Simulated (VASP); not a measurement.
# ZrC (Fm-3m) in VASP: further runs

ZrC is run at these levels: PBEsol, PBEsol+D3(BJ); tasks: single point, relaxation of cell and atoms.

Everything below comes from runs of VASP 6.6.1. Logs are shortened: lines on timing, memory, paths and dates and some standing lists are left out, and cuts for length are marked.

**1. The cell of the first run**

It takes space group Fm-3m (No. 225, cubic). The conventional cell has a = 4.730 Å, b = 4.730 Å, c = 4.730 Å, α = 90.00°, β = 90.00°, γ = 90.00°. Within 3.1 Å of Zr (site symmetry m-3m) lie 6 C at 2.37 Å. Within 3.1 Å of C (site symmetry m-3m) lie 6 Zr at 2.37 Å.

**2. Single point, PBEsol**

INCAR reads:

```
SYSTEM = ZrC
  PREC = Accurate
  ENCUT = 600
  EDIFF = 1E-6
  ISMEAR = -1
  SIGMA = 0.05
  LREAL = .False.
  LASPH = .True.
  NELM = 120
  ALGO = Normal
  ISIF = 2
  LWAVE = .False.
  LCHARG = .True.
  GGA = PS
  LELF = .True.
  LVHAR = .True.
  NBANDS = 15
  GGA_COMPAT = .False.
```

KPOINTS reads:

```
Automatic mesh
0
Gamma
  8 8 8
  0 0 0
```

POSCAR reads:

```
ZrC
1.0
    0.0000000000      2.3650000000      2.3650000000
    2.3650000000      0.0000000000      2.3650000000
    2.3650000000      2.3650000000      0.0000000000
Zr C
1 1
Direct
    0.5000000000      0.5000000000      0.5000000000
    0.0000000000      0.0000000000      0.0000000000
```

Potentials or basis: VASP PAW PBE potentials, release 64 (Zr_sv, C).

Launch:

```sh
$ cat potpaw_PBE.64/Zr_sv/POTCAR potpaw_PBE.64/C/POTCAR > POTCAR
$ mpirun -np 1 vasp_std > vasp.out
```

OUTCAR:

```text
SYSTEM = ZrC
   PREC = Accurate
   ENCUT = 600
   EDIFF = 1E-6
   ISMEAR = -1
   LREAL = .False.
   LASPH = .True.
   NELM = 120
   ISIF = 2
   GGA = PS

 ion  position               nearest neighbor table
   1  0.500  0.500  0.500-   2 2.37   2 2.37   2 2.37   2 2.37   2 2.37   2 2.37
   2  0.000  0.000  0.000-   1 2.37   1 2.37   1 2.37   1 2.37   1 2.37   1 2.37

  LATTYP: Found a face centered cubic cell.
 ALAT       =     4.7300000000

  Lattice vectors:

 A1 = (   0.0000000000,   2.3650000000,   2.3650000000)
 A2 = (   2.3650000000,   0.0000000000,   2.3650000000)
 A3 = (   2.3650000000,   2.3650000000,   0.0000000000)

Analysis of symmetry for initial positions (statically):
=====================================================================
 Subroutine PRICEL returns:
 Original cell was already a primitive cell.

 Routine SETGRP: Setting up the symmetry group for a
 face centered cubic supercell.

 Subroutine GETGRP returns: Found 48 space group operations
 (whereof 48 operations were pure point group operations)
 out of a pool of 48 trial point group operations.

The static configuration has the point symmetry O_h .

Analysis of symmetry for dynamics (positions and initial velocities):
=====================================================================
 Subroutine PRICEL returns:
 Original cell was already a primitive cell.

 Routine SETGRP: Setting up the symmetry group for a
 face centered cubic supercell.

 Subroutine GETGRP returns: Found 48 space group operations
 (whereof 48 operations were pure point group operations)
 out of a pool of 48 trial point group operations.

The dynamic configuration has the point symmetry O_h .

 Subroutine INISYM returns: Found 48 space group operations
 (whereof 48 operations are pure point group operations),
 and found     1 'primitive' translations

----------------------------------------------------------------------------------------

                                     Primitive cell

  volume of cell :      26.4560

  direct lattice vectors                    reciprocal lattice vectors
     0.000000000  2.365000000  2.365000000    -0.211416490  0.211416490  0.211416490
     2.365000000  0.000000000  2.365000000     0.211416490 -0.211416490  0.211416490
     2.365000000  2.365000000  0.000000000     0.211416490  0.211416490 -0.211416490

  length of vectors
     3.344615075  3.344615075  3.344615075     0.366184103  0.366184103  0.366184103

  position of ions in fractional coordinates (direct lattice)
     0.500000000  0.500000000  0.500000000
     0.000000000  0.000000000  0.000000000

  ion indices of the primitive-cell ions
   primitive index   ion index
                 1           1
                 2           2

----------------------------------------------------------------------------------------

 KPOINTS: Automatic mesh

Automatic generation of k-mesh.
 Grid dimensions read from file:
 generate k-points for:    8    8    8

 Generating k-lattice:

  Cartesian coordinates                     Fractional coordinates (reciprocal lattice)
    -0.026427061  0.026427061  0.026427061     0.125000000  0.000000000  0.000000000
     0.026427061 -0.026427061  0.026427061     0.000000000  0.125000000  0.000000000
     0.026427061  0.026427061 -0.026427061     0.000000000  0.000000000  0.125000000

  Length of vectors
     0.045773013  0.045773013  0.045773013

  Shift w.r.t. Gamma in fractional coordinates (k-lattice)
     0.000000000  0.000000000  0.000000000

 Subroutine IBZKPT returns following result:
 ===========================================

 Found     29 irreducible k-points:

 Following reciprocal coordinates:
            Coordinates               Weight
  0.000000  0.000000  0.000000      1.000000
  0.125000  0.000000  0.000000      8.000000
  0.250000  0.000000  0.000000      8.000000
  0.375000  0.000000  0.000000      8.000000
  0.500000  0.000000  0.000000      4.000000
  0.125000  0.125000  0.000000      6.000000
[... 16 lines left out ...]
  0.500000  0.250000  0.125000     48.000000
 -0.375000  0.250000  0.125000     24.000000
 [... further k-points ...]
   k-points           NKPTS =     29   k-points in BZ     NKDIM =     29   number of bands    NBANDS=     15
   number of dos      NEDOS =    301   number of ions     NIONS =      2
   total plane-waves  NPLWV =  21952
   dimension x,y,z NGX =    28 NGY =   28 NGZ =   28
   dimension x,y,z NGXF=    56 NGYF=   56 NGZF=   56
   ions per type =               1   1
   NGX,Y,Z   is equivalent  to a cutoff of  13.92, 13.92, 13.92 a.u.
   NGXF,Y,Z  is equivalent  to a cutoff of  27.84, 27.84, 27.84 a.u.
 SYSTEM =  ZrC
   PREC   = accura    normal or accurate (medium, high low for compatibility)
   ISTART =      0    job   : 0-new  1-cont  2-samecut
   ICHARG =      2    charge: 1-file 2-atom 10-const
   ISPIN  =      1    spin polarized calculation?
   LNONCOLLINEAR =      F non collinear calculations
   LSORBIT =      F    spin-orbit coupling
   LASPH  =      T    aspherical Exc in radial PAW
   ENCUT  =  600.0 eV  44.10 Ry    6.64 a.u.   6.68  6.68  6.68*2*pi/ulx,y,z
   NELM   =    120;   NELMIN=  2; NELMDL= -5     # of ELM steps
   EDIFF  = 0.1E-05   stopping-criterion for ELM
   LREAL  =      F    real-space projection
   EDIFFG = 0.1E-04   stopping-criterion for IOM
   NSW    =      0    number of steps for IOM
   IBRION =     -1    ionic relax: 0-MD 1-quasi-New 2-CG
   NFREE  =      0    steps in history (QN), initial steepest desc. (CG)
   ISIF   =      2    stress and relaxation
   ISYM   =      2    0-nonsym 1-usesym 2-fastsym
   POTIM  = 0.5000    time-step for ionic-motion
   TEBEG  =    0.0;   TEEND  =   0.0 temperature during run
   PSTRESS=    0.0 pullay stress
   NELECT =      16.0000    total number of electrons
   NUPDOWN=      -1.0000    fix difference up-down
   EMIN   =  10.00;   EMAX   =-10.00  energy-range for DOS
   EFERMI =   0.00;   METHOD = LEGACY
   ISMEAR =    -1;   SIGMA  =   0.05  broadening in eV -4-tet -1-fermi 0-gaus
   EFERMI_NEDOS =   21; number of points for ismear=-14 and -15
   IALGO  =     38    algorithm
   IMIX   =      4    mixing-type and parameters
     AMIX     =   0.40;   BMIX     =  1.00
     AMIX_MAG =   1.60;   BMIX_MAG =  1.00
  volume/ion in A,a.u.               =      13.23        89.27
  Fermi-wavevector in a.u.,A,eV,Ry     =   1.384439  2.616209 26.077880  1.916670
  Thomas-Fermi vector in A             =   2.508943
   LORBIT       =      0    0 simple, 1 ext, 2 COOP (PROOUT), +10 PAW based schemes
   GGA     = PS    functional components
   LHFCALC =     F    Hartree Fock is set to
   AEXX    =    0.0000 exact exchange contribution
   IVDW    =     0    specifies the selected vdW correction
   LEPSILON=     F    determine dielectric tensor
   LRPA    =     F    only Hartree local field effects (RPA)
 non-spin polarized calculation
  energy-cutoff  :      600.00
  volume of cell :       26.46
 maximum number of plane-waves:       903
   NGX = 13   NGY = 13   NGZ = 13

 number of electron      16.0000000 magnetization

 Free energy of the ion-electron system (eV)
  ---------------------------------------------------
  ext. energy  EPLUGINS =         0.00000000
  ---------------------------------------------------
  free energy    TOTEN  =       -20.54757291 eV

  energy without entropy =      -20.54467478  energy(sigma->0) =      -20.54612384

 E-fermi :   9.2315     XC(G=0): -12.1871

 val. band max:        9.2229910670   @ k =   0.1250   0.1250   0.0000
 cond. band min:       9.3299269304   @ k =   0.5000   0.5000   0.0000
 fundamental gap:      0.1069358634
 Fermi energy:         9.2315041616

 k-point     1 :       0.0000    0.0000    0.0000
  band No.  band energies     occupation
      1     -38.7700      2.00000
      2     -16.5230      2.00000
      3     -16.5230      2.00000
      4     -16.5230      2.00000
      5      -1.9360      2.00000
      6      10.2267      0.00000
      7      10.2267      0.00000
      8      10.2267      0.00000
      9      10.3277      0.00000
     10      10.3277      0.00000
     11      10.3277      0.00000
     12      12.0291      0.00000
     13      12.0291      0.00000
     14      16.3569      0.00000
     15      19.6236      0.00000

 k-point     2 :       0.1250    0.0000    0.0000
  band No.  band energies     occupation
      1     -38.7562      2.00000
      2     -16.6497      2.00000
      3     -16.5343      2.00000
      4     -16.5343      2.00000
      5      -1.5951      2.00000
      6       8.5244      2.00000
      7       8.9077      1.99692
      8       8.9077      1.99692
      9      10.8263      0.00000
     10      10.8263      0.00000
     11      11.2937      0.00000
     12      13.5640      0.00000
     13      13.5640      0.00000
     14      17.0616      0.00000
     15      20.5271      0.00000

 k-point     3 :       0.2500    0.0000    0.0000
  band No.  band energies     occupation
      1     -38.7229      2.00000
      2     -16.9433      2.00000
      3     -16.5614      2.00000
      4     -16.5614      2.00000
      5      -0.6986      2.00000
      6       6.5574      2.00000
      7       7.5542      2.00000
      8       7.5542      2.00000
      9      11.7766      0.00000
     10      11.7766      0.00000
     11      12.0002      0.00000
     12      15.9416      0.00000
     13      15.9416      0.00000
     14      18.1316      0.00000
     15      22.1920      0.00000
[... 343 lines left out ...]
 k-point    23 :       0.5000    0.2500    0.1250
  band No.  band energies     occupation
      1     -38.6709      2.00000
      2     -17.1455      2.00000
      3     -16.7882      2.00000
      4     -16.6451      2.00000
      5       0.2205      2.00000
      6       5.2766      2.00000
      7       6.8680      2.00000
      8       7.1707      2.00000
      9      11.5209      0.00000
     10      13.8009      0.00000
     11      14.2389      0.00000
     12      15.8043      0.00000
     13      17.8654      0.00000
     14      19.7986      0.00000
     15      22.6802      0.00000

 k-point    24 :      -0.3750    0.2500    0.1250
  band No.  band energies     occupation
      1     -38.6596      2.00000
      2     -17.2090      2.00000
      3     -16.8084      2.00000
      4     -16.6693      2.00000
      5       0.4608      2.00000
      6       5.0405      2.00000
      7       6.7731      2.00000
      8       6.9174      2.00000
      9      12.5879      0.00000
     10      12.9991      0.00000
     11      14.4286      0.00000
     12      17.1355      0.00000
     13      17.8883      0.00000
     14      19.3588      0.00000
     15      22.6599      0.00000

 [... further k-points ...]

------------------------ aborting loop because EDIFF is reached ----------------------------------------

  FORCE on cell =-STRESS in cart. coord.  units (eV):
  Direction    XX          YY          ZZ          XY          YZ          ZX
  --------------------------------------------------------------------------------------
  -------------------------------------------------------------------------------------
  Total       -1.3629892     -1.3629892     -1.3629892     -0.0000000      0.0000000      0.0000000
  in kB      -82.5428705    -82.5428705    -82.5428705     -0.0000000      0.0000000      0.0000000
  external PRESSURE =     -82.5428705 kB  Pullay stress =       0.0000000 kB

 VOLUME and BASIS-vectors are now :
 -----------------------------------------------------------------------------
  energy-cutoff  :      600.00
  volume of cell :       26.46
      direct lattice vectors                 reciprocal lattice vectors
     0.000000000  2.365000000  2.365000000    -0.211416490  0.211416490  0.211416490
     2.365000000  0.000000000  2.365000000     0.211416490 -0.211416490  0.211416490
     2.365000000  2.365000000  0.000000000     0.211416490  0.211416490 -0.211416490

 POSITION                                       TOTAL-FORCE (eV/Angst)
 -----------------------------------------------------------------------------------
      2.36500      2.36500      2.36500        -0.000000      0.000000     -0.000000
      0.00000      0.00000      0.00000         0.000000     -0.000000      0.000000
 -----------------------------------------------------------------------------------
    total drift:                                0.000000      0.000000      0.000000

  FREE ENERGIE OF THE ION-ELECTRON SYSTEM (eV)
  ---------------------------------------------------
  free  energy   TOTEN  =       -20.5475729073 eV

  energy  without entropy=      -20.5446747762  energy(sigma->0) =      -20.54612384
```

Run time: 25 s. Hardware: 1 thread of Intel Xeon 8259CL, shared host; peak memory 0.16 GiB.

Results:

* Free energy: -20.5476 eV
* Pressure: -8.3 GPa
* Band gap on the k mesh: zero (bands 8 and 9 overlap by 1.32 eV)

Caveat: the cell stands under tension; the PAW data sets were made with another functional, which shifts forces and pressure a little.

(Continued in part 2 of 2.)
